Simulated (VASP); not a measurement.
# BP in VASP: single point with PBEsol

Aim: the single point of BP with PBEsol.

Program: VASP 6.6.1. These are calculated values, not measurements. Logs are shortened: lines on timing, memory, paths and dates and some standing lists are left out, and cuts for length are marked.

## Step 1: The cell of the first run

The cell holds a wire with vacuum, 4 atoms: a = 10.800 Å, b = 9.300 Å, c = 3.732 Å, α = 90.00°, β = 90.00°, γ = 90.00°.

## Step 2: Single point, PBEsol, collinear spin, ferromagnetic start

INCAR

```
SYSTEM = BP
PREC = Accurate
ENCUT = 520
EDIFF = 1E-6
ISMEAR = 0
SIGMA = 0.05
LREAL = .FALSE.
LASPH = .TRUE.
NELM = 150
ALGO = Normal
ISIF = 2
LWAVE = .FALSE.
LCHARG = .FALSE.
ISPIN = 2
MAGMOM = 0.5 0.5 0.5 0.5
LORBIT = 11
GGA = PS
NBANDS = 20
```

KPOINTS

```
regular mesh
0
G
  1 1 18
  0 0 0
```

POSCAR

```
BP
1.0
   10.8000000000      0.0000000000      0.0000000000
    0.0000000000      9.3000000000      0.0000000000
    0.0000000000      0.0000000000      3.7318298155
B P
2 2
Direct
    0.4096070384      0.5000000000      0.0000000000
    0.5903929616      0.5000000000      0.5000000000
    0.4127600749      0.5000000000      0.5000000000
    0.5872399251      0.5000000000      0.0000000000
```

Potentials or basis: VASP PAW PBE potentials, release 64 (B, P).

Run with:

```
> cat potpaw_PBE.64/B/POTCAR potpaw_PBE.64/P/POTCAR > POTCAR
> mpirun -np 1 vasp_std > vasp.out
```

OUTCAR:

```text
SYSTEM = BP
   PREC = Accurate
   ENCUT = 520
   EDIFF = 1E-6
   ISMEAR = 0
   LREAL = .FALSE.
   LASPH = .TRUE.
   NELM = 150
   ISIF = 2
   ISPIN = 2
   LORBIT = 11
   GGA = PS

 ion  position               nearest neighbor table
   1  0.410  0.500  0.000-   3 1.87   3 1.87   4 1.92
   2  0.590  0.500  0.500-   4 1.87   4 1.87   3 1.92
   3  0.413  0.500  0.500-   1 1.87   1 1.87   2 1.92   4 2.65   4 2.65
   4  0.587  0.500  0.000-   2 1.87   2 1.87   1 1.92   3 2.65   3 2.65

  LATTYP: Found a simple orthorhombic cell.
 ALAT       =     3.7318298155
 B/A-ratio  =     2.4920750570
 C/A-ratio  =     2.8940226468

  Lattice vectors:

 A1 = (   0.0000000000,   0.0000000000,  -3.7318298155)
 A2 = (   0.0000000000,   9.3000000000,   0.0000000000)
 A3 = (  10.8000000000,   0.0000000000,   0.0000000000)

Analysis of symmetry for initial positions (statically):
=====================================================================
 Subroutine PRICEL returns:
 Original cell was already a primitive cell.

 Routine SETGRP: Setting up the symmetry group for a
 simple orthorhombic supercell.

 Subroutine GETGRP returns: Found  8 space group operations
 (whereof  4 operations were pure point group operations)
 out of a pool of  8 trial point group operations.

The static configuration has the point symmetry C_2v.
 The point group associated with its full space group is D_2h.

Analysis of symmetry for dynamics (positions and initial velocities):
=====================================================================
 Subroutine PRICEL returns:
 Original cell was already a primitive cell.

 Routine SETGRP: Setting up the symmetry group for a
 simple orthorhombic supercell.

 Subroutine GETGRP returns: Found  8 space group operations
 (whereof  4 operations were pure point group operations)
 out of a pool of  8 trial point group operations.

The dynamic configuration has the point symmetry C_2v.
 The point group associated with its full space group is D_2h.

Analysis of structural, dynamic, and magnetic symmetry:
=====================================================================
 Subroutine PRICEL returns:
 Original cell was already a primitive cell.

 Routine SETGRP: Setting up the symmetry group for a
 simple orthorhombic supercell.

 Subroutine GETGRP returns: Found  8 space group operations
 (whereof  4 operations were pure point group operations)
 out of a pool of  8 trial point group operations.

The overall configuration has the point symmetry C_2v.
 The point group associated with its full space group is D_2h.

 Subroutine INISYM returns: Found  8 space group operations
 (whereof  4 operations are pure point group operations),
 and found     1 'primitive' translations

----------------------------------------------------------------------------------------

                                     Primitive cell

  volume of cell :     374.8250

  direct lattice vectors                    reciprocal lattice vectors
    10.800000000  0.000000000  0.000000000     0.092592593  0.000000000  0.000000000
     0.000000000  9.300000000  0.000000000     0.000000000  0.107526882  0.000000000
     0.000000000  0.000000000  3.731829815     0.000000000  0.000000000  0.267965060

  length of vectors
    10.800000000  9.300000000  3.731829815     0.092592593  0.107526882  0.267965060

  position of ions in fractional coordinates (direct lattice)
     0.409607038  0.500000000  0.000000000
     0.590392962  0.500000000  0.500000000
     0.412760075  0.500000000  0.500000000
     0.587239925  0.500000000  0.000000000

  ion indices of the primitive-cell ions
   primitive index   ion index
                 1           1
                 2           2
                 3           3
                 4           4

----------------------------------------------------------------------------------------

 KPOINTS: regular mesh

Automatic generation of k-mesh.
 Grid dimensions read from file:
 generate k-points for:    1    1   18

 Generating k-lattice:

  Cartesian coordinates                     Fractional coordinates (reciprocal lattice)
     0.092592593  0.000000000  0.000000000     1.000000000  0.000000000  0.000000000
     0.000000000  0.107526882  0.000000000     0.000000000  1.000000000  0.000000000
     0.000000000  0.000000000  0.014886948     0.000000000  0.000000000  0.055555556

  Length of vectors
     0.092592593  0.107526882  0.014886948

  Shift w.r.t. Gamma in fractional coordinates (k-lattice)
     0.000000000  0.000000000  0.000000000

 Subroutine IBZKPT returns following result:
 ===========================================

 Found     10 irreducible k-points:

 Following reciprocal coordinates:
            Coordinates               Weight
  0.000000  0.000000  0.000000      1.000000
  0.000000  0.000000  0.055556      2.000000
  0.000000  0.000000  0.111111      2.000000
  0.000000  0.000000  0.166667      2.000000
  0.000000  0.000000  0.222222      2.000000
  0.000000  0.000000  0.277778      2.000000
  0.000000  0.000000  0.333333      2.000000
  0.000000  0.000000  0.388889      2.000000
  0.000000  0.000000  0.444444      2.000000
  0.000000  0.000000  0.500000      1.000000
   k-points           NKPTS =     10   k-points in BZ     NKDIM =     10   number of bands    NBANDS=     20
   number of dos      NEDOS =    301   number of ions     NIONS =      4
   total plane-waves  NPLWV = 156800
   dimension x,y,z NGX =    80 NGY =   70 NGZ =   28
   dimension x,y,z NGXF=   160 NGYF=  140 NGZF=   56
   ions per type =               2   2
   NGX,Y,Z   is equivalent  to a cutoff of  12.31, 12.51, 12.47 a.u.
   NGXF,Y,Z  is equivalent  to a cutoff of  24.63, 25.03, 24.95 a.u.
 SYSTEM =  BP
   PREC   = accura    normal or accurate (medium, high low for compatibility)
   ISTART =      0    job   : 0-new  1-cont  2-samecut
   ICHARG =      2    charge: 1-file 2-atom 10-const
   ISPIN  =      2    spin polarized calculation?
   LNONCOLLINEAR =      F non collinear calculations
   LSORBIT =      F    spin-orbit coupling
   LASPH  =      T    aspherical Exc in radial PAW
   ENCUT  =  520.0 eV  38.22 Ry    6.18 a.u.  20.08 17.29  6.94*2*pi/ulx,y,z
   NELM   =    150;   NELMIN=  2; NELMDL= -5     # of ELM steps
   EDIFF  = 0.1E-05   stopping-criterion for ELM
   LREAL  =      F    real-space projection
   EDIFFG = 0.1E-04   stopping-criterion for IOM
   NSW    =      0    number of steps for IOM
   IBRION =     -1    ionic relax: 0-MD 1-quasi-New 2-CG
   NFREE  =      0    steps in history (QN), initial steepest desc. (CG)
   ISIF   =      2    stress and relaxation
   ISYM   =      2    0-nonsym 1-usesym 2-fastsym
   POTIM  = 0.5000    time-step for ionic-motion
   TEBEG  =    0.0;   TEEND  =   0.0 temperature during run
   PSTRESS=    0.0 pullay stress
   NELECT =      16.0000    total number of electrons
   NUPDOWN=      -1.0000    fix difference up-down
   EMIN   =  10.00;   EMAX   =-10.00  energy-range for DOS
   EFERMI =   0.00;   METHOD = LEGACY
   ISMEAR =     0;   SIGMA  =   0.05  broadening in eV -4-tet -1-fermi 0-gaus
   EFERMI_NEDOS =   21; number of points for ismear=-14 and -15
   IALGO  =     38    algorithm
   IMIX   =      4    mixing-type and parameters
     AMIX     =   0.40;   BMIX     =  1.00
     AMIX_MAG =   1.60;   BMIX_MAG =  1.00
  volume/ion in A,a.u.               =      93.71       632.36
  Fermi-wavevector in a.u.,A,eV,Ry     =   0.572144  1.081195  4.453850  0.327349
  Thomas-Fermi vector in A             =   1.612897
   LORBIT       =     11    0 simple, 1 ext, 2 COOP (PROOUT), +10 PAW based schemes
   GGA     = PS    functional components
   LHFCALC =     F    Hartree Fock is set to
   AEXX    =    0.0000 exact exchange contribution
   IVDW    =     0    specifies the selected vdW correction
   LEPSILON=     F    determine dielectric tensor
   LRPA    =     F    only Hartree local field effects (RPA)
 spin polarized calculation
 Gauss-broadening in eV      SIGMA  =   0.05
  energy-cutoff  :      520.00
  volume of cell :      374.82
 maximum number of plane-waves:     10110
   NGX = 41   NGY = 35   NGZ = 13

 number of electron      15.9999996 magnetization      -0.0000951

 number of electron      15.9999996 magnetization       0.0000239

 Free energy of the ion-electron system (eV)
  ---------------------------------------------------
  ext. energy  EPLUGINS =         0.00000000
  ---------------------------------------------------
  free energy    TOTEN  =       -21.49531752 eV

  energy without entropy =      -21.49531752  energy(sigma->0) =      -21.49531752

 E-fermi :  -3.3190     XC(G=0):  -2.5205

 val. band max:       -3.5948553342   @ k =   0.0000   0.0000   0.3333
 cond. band min:      -2.8031515001   @ k =   0.0000   0.0000   0.3333
 fundamental gap:      0.7917038341
 Fermi energy:        -3.3189891775

 spin component 1

 k-point     1 :       0.0000    0.0000    0.0000
  band No.  band energies     occupation
      1     -17.6905      1.00000
      2     -13.1943      1.00000
      3     -10.1694      1.00000
      4      -7.9608      1.00000
      5      -7.6251      1.00000
      6      -6.9800      1.00000
[... 206 lines left out ...]
      6      -5.5232      1.00000
[... 12 lines left out ...]
     19       4.7413      0.00000
     20       4.7413      0.00000
 Fermi energy:        -3.3189891775

 spin component 2

 k-point     1 :       0.0000    0.0000    0.0000
  band No.  band energies     occupation
      1     -17.6905      1.00000
      2     -13.1943      1.00000
      3     -10.1694      1.00000
      4      -7.9608      1.00000
      5      -7.6251      1.00000
      6      -6.9800      1.00000
[... 219 lines left out ...]
     19       4.7391      0.00000
     20       4.7391      0.00000

------------------------ aborting loop because EDIFF is reached ----------------------------------------

  FORCE on cell =-STRESS in cart. coord.  units (eV):
  Direction    XX          YY          ZZ          XY          YZ          ZX
  --------------------------------------------------------------------------------------
  -------------------------------------------------------------------------------------
  Total        0.0368749      0.0002992      0.0668136      0.0000000      0.0000000      0.0000000
  in kB        0.1576205      0.0012790      0.2855927      0.0000000      0.0000000      0.0000000
  external PRESSURE =       0.1481641 kB  Pullay stress =       0.0000000 kB

 VOLUME and BASIS-vectors are now :
 -----------------------------------------------------------------------------
  energy-cutoff  :      520.00
  volume of cell :      374.82
      direct lattice vectors                 reciprocal lattice vectors
    10.800000000  0.000000000  0.000000000     0.092592593  0.000000000  0.000000000
     0.000000000  9.300000000  0.000000000     0.000000000  0.107526882  0.000000000
     0.000000000  0.000000000  3.731829815     0.000000000  0.000000000  0.267965060

 POSITION                                       TOTAL-FORCE (eV/Angst)
 -----------------------------------------------------------------------------------
      4.42376      4.65000      0.00000        -0.017513      0.000000      0.000000
      6.37624      4.65000      1.86591         0.017513      0.000000      0.000000
      4.45781      4.65000      1.86591        -0.013984      0.000000      0.000000
      6.34219      4.65000      0.00000         0.013984      0.000000      0.000000
 -----------------------------------------------------------------------------------
    total drift:                                0.000000     -0.000000      0.000000

  FREE ENERGIE OF THE ION-ELECTRON SYSTEM (eV)
  ---------------------------------------------------
  free  energy   TOTEN  =       -21.4953175162 eV

  energy  without entropy=      -21.4953175162  energy(sigma->0) =      -21.49531752

 total charge

# of ion       s       p       d       tot
------------------------------------------
    1        0.711   1.122   0.000   1.832
    2        0.711   1.122   0.000   1.832
    3        1.009   1.538   0.000   2.547
    4        1.009   1.538   0.000   2.547
--------------------------------------------------
tot          3.439   5.320   0.000   8.759

 magnetization (x)

# of ion       s       p       d       tot
------------------------------------------
    1        0.000   0.000   0.000   0.000
    2        0.000   0.000   0.000   0.000
    3       -0.000  -0.000   0.000  -0.000
    4       -0.000  -0.000   0.000  -0.000
--------------------------------------------------
tot         -0.000  -0.000   0.000  -0.000
```

It took 8.1 min on 1 thread of AMD EPYC 7R13, shared host; peak memory 0.53 GiB.

Results:

```yaml
Free_energy: -21.4953 eV
Largest_force: 0.018 eV/Å
Band_gap_on_the_k_mesh: 0.79 eV, direct
Net_moment: 0.00 μB per cell
Valence_electrons_inside_the_program's_atomic_spheres: B 1.83; P 2.55
```

Forces in eV/Å, atoms in the order of the input:
```
B   -0.018  0.000  0.000
B    0.018  0.000  0.000
P   -0.014  0.000  0.000
P    0.014  0.000  0.000
```

Levels at points of the mesh, in eV from the valence-band top:
Spin up:
```csv
k point,band 6,band 7,band 8,band 9,band 10,band 11
"(0.00, 0.00, 0.00)",-3.39,-3.34,-0.67,2.22,3.10,4.01
"(0.00, 0.00, 0.50)",-1.93,-1.59,-1.59,1.85,1.85,3.98
```
Spin down:
```csv
k point,band 6,band 7,band 8,band 9,band 10,band 11
"(0.00, 0.00, 0.00)",-3.39,-3.34,-0.67,2.22,3.10,4.01
"(0.00, 0.00, 0.50)",-1.93,-1.59,-1.59,1.85,1.85,3.98
```

Caveat: the PAW data sets were made with another functional, which shifts forces and pressure a little.
